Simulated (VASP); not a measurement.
A run of VASP 6.6.1:

The input INCAR:

```
  ALGO = Normal
  EDIFF = 1E-6
  ENCUT = 520
  GGA = PE
  ISIF = 2
  ISMEAR = 0
  ISPIN = 2
  LASPH = True
  LCHARG = False
  LMAXMIX = 4
  LORBIT = 11
  LREAL = False
  LWAVE = False
  MAGMOM = 2
  NBANDS = 15
  NELM = 150
  PREC = Accurate
  SIGMA = 0.1
```

KPOINTS

```
k-points
0
Gamma
  8 8 8
```

The input POSCAR:

```
Ni
1.0
    0.0000000000      2.0380891353      2.0380891353
    2.0380891353      0.0000000000      2.0380891353
    2.0380891353      2.0380891353      0.0000000000
Ni
1
Direct
    0.0000000000      0.0000000000      0.0000000000
```

Potentials or basis: VASP PAW PBE potentials, release 64 (Ni).

The run is started by

```console
$ cat potpaw_PBE.64/Ni/POTCAR > POTCAR
$ mpirun -np 1 vasp_std > vasp.out
```

Hardware: 1 thread of Intel(R) Xeon(R) Platinum 8259CL CPU @ 2.50GHz (Skylake/Cascade Lake), with other jobs on the host.

Question: Estimate the wall time of this run.

Answer: It took 18 s on 1 thread of Intel(R) Xeon(R) Platinum 8259CL CPU @ 2.50GHz (Skylake/Cascade Lake), with other jobs on the host, peak memory 0.15 GiB. Counts: scf iterations 13, k points 29.
